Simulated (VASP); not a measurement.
# B16P15 (a cell with a defect) in VASP: a series of runs

The runs below take B16P15 (a cell with a defect) through single point, with PBE.

Program: VASP 6.6.1. These are calculated values, not measurements. Logs are shortened: lines on timing, memory, paths and dates and some standing lists are left out, and cuts for length are marked.

## (1) The cell of the first run

The cell holds a defect, 31 atoms: a = 7.878 Å, b = 7.878 Å, c = 7.878 Å, α = 109.47°, β = 109.47°, γ = 109.47°.

## (2) Single point, PBE

Contents of INCAR:

```
SYSTEM = B16P15
PREC = Accurate
ENCUT = 420
EDIFF = 1E-6
ISMEAR = -1
SIGMA = 0.01
LREAL = Auto
LASPH = .True.
NELM = 120
ALGO = Normal
ISIF = 2
LWAVE = .False.
LCHARG = .True.
GGA = PE
LELF = .True.
LVHAR = .True.
NBANDS = 82
NELECT = 124.0
GGA_COMPAT = .False.
```

Contents of KPOINTS:

```
regular mesh
0
Gamma
  1 1 1
  0 0 0
```

Contents of POSCAR:

```
B16P15
1.0
   -4.5480984036      4.5480984036     -4.5480984036
    4.5480984036      4.5480984036      4.5480984036
    4.5480984036     -4.5480984036     -4.5480984036
B P
16 15
Direct
    0.0031748582      0.0030569561      0.0021477572
   -0.0022480515      0.2502889379      0.7497344332
    0.0020452429      0.5001250924      0.4986256760
   -0.0010462182      0.7477954600      0.2477937972
    0.2502032117     -0.0019480651      0.7497387129
    0.2267139119      0.2266785631      0.4813670921
    0.2498298865      0.5008612020      0.2514622557
    0.2530707083      0.7512485155      0.0008436193
    0.5000524714      0.0018165688      0.4986662002
    0.5009396789      0.2497958268      0.2516189852
    0.4950202241      0.4951004823      0.0181061713
    0.5059380690      0.7742055659      0.7497842268
    0.7480670192     -0.0009009000      0.2480221573
    0.7511405516      0.2528674688      0.0008000465
    0.7742061586      0.5058518904      0.7496746759
    0.7507781934      0.7506683731      0.4974350668
    0.0004397539      0.0005072641      0.7497545727
   -0.0001821107      0.2490953870      0.4997726850
    0.0004947549      0.5003954511      0.2496676535
    0.0012111929      0.7510624027     -0.0010728501
    0.2489323426     -0.0003465249      0.4995872699
    0.2544481307      0.2544011961      0.2573777167
    0.2497837828      0.4991077241     -0.0002803949
    0.2542525632      0.7467088503      0.7497339121
    0.5005445164      0.0004746481      0.2497932906
    0.4991005219      0.2498687901     -0.0001677744
    0.5019200774      0.7518490758      0.5004432568
    0.7512661970      0.0011655435     -0.0009062939
    0.7464574147      0.2541512322      0.7497180387
    0.7520811302      0.5018463105      0.5004948210
    0.7467703240      0.7467352814      0.2421591416
```

Potentials or basis: VASP PAW PBE potentials, release 64 (B, P).

The run is started by

```console
cat potpaw_PBE.64/B/POTCAR potpaw_PBE.64/P/POTCAR > POTCAR
mpirun -np 1 vasp_gam > vasp.out
```

OUTCAR:

```text
SYSTEM = B16P15
   PREC = Accurate
   ENCUT = 420
   EDIFF = 1E-6
   ISMEAR = -1
   LREAL = Auto
   LASPH = .True.
   NELM = 120
   ISIF = 2
   GGA = PE
   NELECT = 124.0

 ion  position               nearest neighbor table
   1  0.003  0.003  0.002-  28 1.97  20 1.97  17 1.97  22 1.99
   2  0.998  0.250  0.750-  18 1.97  23 1.97  17 1.97  29 1.99
   3  0.002  0.500  0.499-  19 1.96  24 1.97  18 1.97  30 1.98
   4  0.999  0.748  0.248-  19 1.96  31 1.97  20 1.98  21 1.98
   5  0.250  0.998  0.750-  21 1.97  26 1.97  17 1.97  24 1.99
   6  0.227  0.227  0.481-  21 1.90  18 1.90  22 1.92
   7  0.250  0.501  0.251-  19 1.96  22 1.97  27 1.97  23 1.98
   8  0.253  0.751  0.001-  25 1.96  24 1.97  23 1.97  20 1.98
   9  0.500  0.002  0.499-  25 1.96  29 1.97  21 1.98  27 1.98
  10  0.501  0.250  0.252-  25 1.96  22 1.97  30 1.97  26 1.98
  11  0.495  0.495  0.018-  23 1.90  26 1.90  31 1.92
  12  0.506  0.774  0.750-  28 1.90  27 1.90  24 1.92
  13  0.748  0.999  0.248-  25 1.96  31 1.97  28 1.97  18 1.98
  14  0.751  0.253  0.001-  19 1.96  29 1.97  26 1.98  28 1.98
  15  0.774  0.506  0.750-  30 1.90  20 1.90  29 1.92
  16  0.751  0.751  0.497-  27 1.97  30 1.97  17 1.97  31 1.99
  17  0.000  0.001  0.750-   5 1.97  16 1.97   1 1.97   2 1.97
  18  1.000  0.249  0.500-   6 1.90   2 1.97   3 1.97  13 1.98
  19  0.000  0.500  0.250-   3 1.96   4 1.96   7 1.96  14 1.96
  20  0.001  0.751  0.999-  15 1.90   1 1.97   4 1.98   8 1.98
  21  0.249  1.000  0.500-   6 1.90   5 1.97   9 1.98   4 1.98
[... 8 lines left out ...]
  30  0.752  0.502  0.500-  15 1.90  16 1.97  10 1.97   3 1.98
  31  0.747  0.747  0.242-  11 1.92   4 1.97  13 1.97  16 1.99

  LATTYP: Found a body centered cubic cell.
 ALAT       =     9.0961968072

  Lattice vectors:

 A1 = (  -4.5480984036,   4.5480984036,  -4.5480984036)
 A2 = (   4.5480984036,   4.5480984036,   4.5480984036)
 A3 = (   4.5480984036,  -4.5480984036,  -4.5480984036)

Analysis of symmetry for initial positions (statically):
=====================================================================
 Subroutine PRICEL returns:
 Original cell was already a primitive cell.

 Routine SETGRP: Setting up the symmetry group for a
 body centered cubic supercell.

 Subroutine GETGRP returns: Found  1 space group operations
 (whereof  1 operations were pure point group operations)
 out of a pool of 48 trial point group operations.

The static configuration has the point symmetry C_1 .

Analysis of symmetry for dynamics (positions and initial velocities):
=====================================================================
 Subroutine PRICEL returns:
 Original cell was already a primitive cell.

 Routine SETGRP: Setting up the symmetry group for a
 body centered cubic supercell.

 Subroutine GETGRP returns: Found  1 space group operations
 (whereof  1 operations were pure point group operations)
 out of a pool of 48 trial point group operations.

The dynamic configuration has the point symmetry C_1 .

 Subroutine INISYM returns: Found  1 space group operations
 (whereof  1 operations are pure point group operations),
 and found     1 'primitive' translations

----------------------------------------------------------------------------------------

                                     Primitive cell

  volume of cell :     376.3133

  direct lattice vectors                    reciprocal lattice vectors
    -4.548098404  4.548098404 -4.548098404     0.000000000  0.109936056 -0.109936056
     4.548098404  4.548098404  4.548098404     0.109936056  0.109936056  0.000000000
     4.548098404 -4.548098404 -4.548098404     0.109936056  0.000000000 -0.109936056

  length of vectors
     7.877537513  7.877537513  7.877537513     0.155473061  0.155473061  0.155473061

  position of ions in fractional coordinates (direct lattice)
     0.003174858  0.003056956  0.002147757
     0.997751949  0.250288938  0.749734433
     0.002045243  0.500125092  0.498625676
     0.998953782  0.747795460  0.247793797
     0.250203212  0.998051935  0.749738713
     0.226713912  0.226678563  0.481367092
[... 23 lines left out ...]
     0.752081130  0.501846310  0.500494821
     0.746770324  0.746735281  0.242159142

  ion indices of the primitive-cell ions
   primitive index   ion index
                 1           1
                 2           2
                 3           3
                 4           4
                 5           5
                 6           6
[... 23 lines left out ...]
                30          30
                31          31

----------------------------------------------------------------------------------------

 KPOINTS: regular mesh

Automatic generation of k-mesh.
 Grid dimensions read from file:
 generate k-points for:    1    1    1

 Generating k-lattice:

  Cartesian coordinates                     Fractional coordinates (reciprocal lattice)
     0.000000000  0.109936056 -0.109936056     1.000000000  0.000000000  0.000000000
     0.109936056  0.109936056  0.000000000     0.000000000  1.000000000  0.000000000
     0.109936056  0.000000000 -0.109936056     0.000000000  0.000000000  1.000000000

  Length of vectors
     0.155473061  0.155473061  0.155473061

  Shift w.r.t. Gamma in fractional coordinates (k-lattice)
     0.000000000  0.000000000  0.000000000

 Subroutine IBZKPT returns following result:
 ===========================================

 Found      1 irreducible k-points:

 Following reciprocal coordinates:
            Coordinates               Weight
  0.000000  0.000000  0.000000      1.000000
   k-points           NKPTS =      1   k-points in BZ     NKDIM =      1   number of bands    NBANDS=     82
   number of dos      NEDOS =    301   number of ions     NIONS =     31
   total plane-waves  NPLWV = 157464
   dimension x,y,z NGX =    54 NGY =   54 NGZ =   54
   dimension x,y,z NGXF=   108 NGYF=  108 NGZF=  108
   ions per type =              16  15
   NGX,Y,Z   is equivalent  to a cutoff of  11.40, 11.40, 11.40 a.u.
   NGXF,Y,Z  is equivalent  to a cutoff of  22.79, 22.79, 22.79 a.u.
 SYSTEM =  B16P15
   PREC   = accura    normal or accurate (medium, high low for compatibility)
   ISTART =      0    job   : 0-new  1-cont  2-samecut
   ICHARG =      2    charge: 1-file 2-atom 10-const
   ISPIN  =      1    spin polarized calculation?
   LNONCOLLINEAR =      F non collinear calculations
   LSORBIT =      F    spin-orbit coupling
   LASPH  =      T    aspherical Exc in radial PAW
   ENCUT  =  420.0 eV  30.87 Ry    5.56 a.u.  13.16 13.16 13.16*2*pi/ulx,y,z
   NELM   =    120;   NELMIN=  2; NELMDL= -5     # of ELM steps
   EDIFF  = 0.1E-05   stopping-criterion for ELM
   LREAL  =      T    real-space projection
   EDIFFG = 0.1E-04   stopping-criterion for IOM
   NSW    =      0    number of steps for IOM
   IBRION =     -1    ionic relax: 0-MD 1-quasi-New 2-CG
   NFREE  =      0    steps in history (QN), initial steepest desc. (CG)
   ISIF   =      2    stress and relaxation
   ISYM   =      2    0-nonsym 1-usesym 2-fastsym
   POTIM  = 0.5000    time-step for ionic-motion
   TEBEG  =    0.0;   TEEND  =   0.0 temperature during run
   PSTRESS=    0.0 pullay stress
   NELECT =     124.0000    total number of electrons
   NUPDOWN=      -1.0000    fix difference up-down
   EMIN   =  10.00;   EMAX   =-10.00  energy-range for DOS
   EFERMI =   0.00;   METHOD = LEGACY
   ISMEAR =    -1;   SIGMA  =   0.01  broadening in eV -4-tet -1-fermi 0-gaus
   EFERMI_NEDOS =   21; number of points for ismear=-14 and -15
   IALGO  =     38    algorithm
   IMIX   =      4    mixing-type and parameters
     AMIX     =   0.40;   BMIX     =  1.00
     AMIX_MAG =   1.60;   BMIX_MAG =  1.00
  volume/ion in A,a.u.               =      12.14        81.92
  Fermi-wavevector in a.u.,A,eV,Ry     =   1.130747  2.136802 17.396264  1.278589
  Thomas-Fermi vector in A             =   2.267445
   LORBIT       =      0    0 simple, 1 ext, 2 COOP (PROOUT), +10 PAW based schemes
   GGA     = PE    functional components
   LHFCALC =     F    Hartree Fock is set to
   AEXX    =    0.0000 exact exchange contribution
   IVDW    =     0    specifies the selected vdW correction
   LEPSILON=     F    determine dielectric tensor
   LRPA    =     F    only Hartree local field effects (RPA)
 non-spin polarized calculation
  energy-cutoff  :      420.00
  volume of cell :      376.31
 maximum number of plane-waves:      3698
 NGX is ok and might be reduce to    54
   NGX = 27   NGY = 27   NGZ = 27

 number of electron     123.9999993 magnetization

 Free energy of the ion-electron system (eV)
  ---------------------------------------------------
  ext. energy  EPLUGINS =         0.00000000
  ---------------------------------------------------
  free energy    TOTEN  =      -184.32659639 eV

  energy without entropy =     -184.28528972  energy(sigma->0) =     -184.30594306

 E-fermi :   8.3089     XC(G=0): -10.7083

 val. band max:        6.3121350506   @ k =   0.0000   0.0000   0.0000
 cond. band min:       8.3103612804   @ k =   0.0000   0.0000   0.0000
 fundamental gap:      1.9982262299
 Fermi energy:         8.3088739693

 k-point     1 :       0.0000    0.0000    0.0000
  band No.  band energies     occupation
      1      -8.5153      2.00000
      2      -5.9030      2.00000
      3      -5.8924      2.00000
      4      -5.8921      2.00000
      5      -5.8812      2.00000
      6      -5.8341      2.00000
[... 66 lines left out ...]
     73      10.4075      0.00000
     74      10.5304      0.00000
 [bands above 74 left out]

------------------------ aborting loop because EDIFF is reached ----------------------------------------

  FORCE on cell =-STRESS in cart. coord.  units (eV):
  Direction    XX          YY          ZZ          XY          YZ          ZX
  --------------------------------------------------------------------------------------
  -------------------------------------------------------------------------------------
  Total       11.8006364      8.6973126     11.8216474     -0.0198216     -0.0164412     -0.0068169
  in kB       50.2419474     37.0293519     50.3314029     -0.0843916     -0.0699995     -0.0290235
  external PRESSURE =      45.8675674 kB  Pullay stress =       0.0000000 kB

 VOLUME and BASIS-vectors are now :
 -----------------------------------------------------------------------------
  energy-cutoff  :      420.00
  volume of cell :      376.31
      direct lattice vectors                 reciprocal lattice vectors
    -4.548098404  4.548098404 -4.548098404     0.000000000  0.109936056 -0.109936056
     4.548098404  4.548098404  4.548098404     0.109936056  0.109936056  0.000000000
     4.548098404 -4.548098404 -4.548098404     0.109936056  0.000000000 -0.109936056

 POSITION                                       TOTAL-FORCE (eV/Angst)
 -----------------------------------------------------------------------------------
      0.00923      0.01857     -0.01030        -0.080205     -0.340120      0.084783
      0.01033      2.26635     -6.80940        -0.086047      0.340268     -0.087923
      4.53311      0.01612     -0.00248        -0.105485     -0.130448     -0.361833
     -0.01530      6.81740     -2.26928        -0.104022      0.130923      0.359719
      6.81118      2.26730     -0.00860         0.073269      0.335604      0.073928
      2.18914     -0.12723     -2.18947        -0.121577     -0.177994      0.122828
[... 23 lines left out ...]
      1.13821      3.42669     -3.41439        -0.006700     -0.060604      0.600304
      1.10120      5.69125     -1.10152         0.028082      0.474532     -0.021323
 -----------------------------------------------------------------------------------
    total drift:                               -0.000992      0.003286      0.002567

  FREE ENERGIE OF THE ION-ELECTRON SYSTEM (eV)
  ---------------------------------------------------
  free  energy   TOTEN  =      -184.3265963927 eV

  energy  without entropy=     -184.2852897191  energy(sigma->0) =     -184.30594306
```

Wall time 1.9 min (1 thread of Intel Xeon 8259CL, shared host); peak memory 0.36 GiB.

What came out:

```yaml
Free_energy: -184.3266 eV
Largest_force: 0.608 eV/Å
```

Forces on the atoms (eV/Å):
```
B   -0.080 -0.340  0.085
B   -0.086  0.340 -0.088
B   -0.105 -0.130 -0.362
B   -0.104  0.131  0.360
B    0.073  0.336  0.074
B   -0.122 -0.178  0.123
B    0.113  0.121 -0.362
B   -0.364 -0.128 -0.107
B    0.359 -0.124  0.110
B    0.358  0.127 -0.108
B    0.117 -0.174 -0.127
B    0.121  0.181  0.124
B   -0.362  0.124  0.109
B    0.111 -0.123  0.362
B   -0.119  0.177 -0.124
B    0.080 -0.338 -0.078
P    0.000  0.001 -0.004
P    0.592  0.065  0.014
P   -0.002  0.000 -0.004
P    0.602 -0.060 -0.008
P   -0.007  0.064 -0.605
P   -0.027  0.472  0.031
P    0.011  0.061  0.592
P    0.029 -0.476  0.028
P    0.001 -0.001 -0.001
P   -0.601  0.060 -0.005
P   -0.592 -0.063  0.011
P    0.009 -0.063 -0.596
P   -0.025 -0.475 -0.025
P   -0.007 -0.061  0.600
P    0.028  0.475 -0.021
```

Caveat: the k points lie up to 0.98 Å⁻¹ apart; the cell carries a net charge on a neutralising background, which shifts energy and pressure; the cell is charged against a uniform background, so pressure and absolute levels hang on convention.

## (3) Single point, PBE

Contents of INCAR:

```
ALGO = Normal
EDIFF = 1E-6
ENCUT = 420
GGA = PE
GGA_COMPAT = F
ISIF = 2
ISMEAR = -1
LASPH = T
LCHARG = F
LREAL = Auto
LWAVE = F
NBANDS = 82
NELECT = 122.0
NELM = 120
PREC = Accurate
SIGMA = 0.01
```

Contents of KPOINTS:

```
k-points
0
Gamma
  1 1 1
```

Contents of POSCAR:

```
B16P15
1.0
   -4.5480984036      4.5480984036     -4.5480984036
    4.5480984036      4.5480984036      4.5480984036
    4.5480984036     -4.5480984036     -4.5480984036
B P
16 15
Direct
   -0.0010420691     -0.0006525445     -0.0022254184
   -0.0000860311      0.2492028358      0.7488502178
   -0.0000865932      0.4998077574      0.4982382058
   -0.0010424148      0.7487317751      0.2483720025
    0.2488166329      0.0002474936      0.7488481973
    0.2243514739      0.2247379125      0.4737792857
    0.2488318720      0.4998170673      0.2493080423
    0.2505197265      0.7504145396     -0.0005454706
    0.4994264952      0.0002586216      0.4982342565
    0.4994314803      0.2492097439      0.2493041969
    0.4994410850      0.4998203051      0.0238604230
    0.4994321164      0.7747566013      0.7488464809
    0.7483615259     -0.0006555963      0.2483816101
    0.7500361230      0.2508715370     -0.0005499345
    0.7745413478      0.4998248864      0.7488444374
    0.7500367574      0.7504249356      0.4999056978
   -0.0005655135     -0.0001973778      0.7488500034
    0.0003378045      0.2521541184      0.5011990190
   -0.0005687813      0.4998064938      0.2488386553
   -0.0014633868      0.7512699412      0.0003019482
    0.2517772451      0.0007138972      0.5012035648
    0.2517877754      0.2521768117      0.2497656550
    0.2480167118      0.4998101168     -0.0035082929
    0.2480183425      0.7474403531      0.7488500689
    0.4994335434     -0.0001927329      0.2488457776
    0.4994241447      0.2483801301     -0.0035307952
    0.4994359510      0.7474395489      0.4974246475
    0.7508547072     -0.0011244631      0.0002738942
    0.7470689647      0.2483594900      0.7488427073
    0.7470798762      0.4998251498      0.4973948277
    0.7508522651      0.7512387130      0.2479025026
```

Potentials or basis: VASP PAW PBE potentials, release 64 (B, P).

The run is started by

```console
cat potpaw_PBE.64/B/POTCAR potpaw_PBE.64/P/POTCAR > POTCAR
mpirun -np 1 vasp_gam > vasp.out
```

Run time: 1.7 min. Hardware: 1 thread of Intel Xeon 8259CL, shared host; peak memory 0.36 GiB.

The run converged. Its results:

```yaml
Free_energy: -201.1440 eV
Largest_force: 0.233 eV/Å
```

Forces in eV/Å, atoms in the order of the input:
```
B    0.080 -0.168 -0.081
B    0.082  0.167  0.081
B    0.081 -0.081 -0.168
B    0.081  0.080  0.168
B   -0.080  0.171 -0.080
B   -0.130 -0.129  0.129
B   -0.080  0.080 -0.170
B   -0.168 -0.081  0.081
B    0.170 -0.081 -0.080
B    0.169  0.080  0.080
B    0.129 -0.131 -0.130
B    0.131  0.132  0.131
B   -0.169  0.080 -0.080
B   -0.080 -0.081  0.170
B   -0.129  0.128 -0.130
B   -0.080 -0.169  0.080
P    0.000  0.000  0.001
P    0.205  0.078 -0.076
P    0.000  0.000  0.000
P    0.203 -0.077  0.077
P    0.076  0.078 -0.205
P    0.076  0.204 -0.077
P   -0.076  0.076  0.207
P   -0.076 -0.207 -0.075
P    0.001  0.001  0.000
P   -0.206  0.076  0.075
P   -0.206 -0.076 -0.075
P   -0.077 -0.076 -0.206
P    0.076 -0.202  0.076
P    0.075 -0.076  0.203
P   -0.077  0.205  0.075
```

Levels at points of the mesh, in eV from the Fermi level:
```tsv
k point	band 57	band 58	band 59	band 60	band 61	band 62	band 63	band 64	band 65	band 66
(0.00, 0.00, 0.00)	-1.50	-0.78	-0.30	-0.30	-0.30	1.86	1.86	1.86	1.94	1.94
```

Caveat: the k points lie up to 0.98 Å⁻¹ apart; the cell carries a net charge on a neutralising background, which shifts energy and pressure; the cell is charged against a uniform background, so pressure and absolute levels hang on convention.

[end of part 1 of 2]
